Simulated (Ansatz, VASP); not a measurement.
Y: VASP beside Ansatz

```
CELL_PARAMETERS angstrom
3.54298 0.00000 0.00000
-1.77149 3.06831 0.00000
0.00000 0.00000 5.49820
ATOMIC_POSITIONS crystal
Y 0.33333 0.66667 0.75000
Y 0.66667 0.33333 0.25000
```

Alike in both runs: functional LDA; k mesh 14 × 14 × 8; occupations gaussian, width 0.05 eV; no spin polarisation.

Ansatz relaxed the structure, and its values are those at the end. VASP's run is a single point on that final structure, the one shown.

```csv
,VASP,Ansatz
version,VASP 6.6.1,Ansatz 0.2.0
potentials or method,"VASP PAW LDA potentials, release 64 (Y_sv), cutoff 520 eV","scalar-relativistic, plane waves, PAW"
valence electrons in the cell,22,22
```

VASP gave:

| Quantity | Value |
| --- | --- |
| pressure (GPa) | -0.1 |

Which values does Ansatz return?

Pressure (GPa): 0.0.

LDA's correlation is that of Perdew and Zunger in VASP and of Perdew and Wang (1992) in Ansatz.
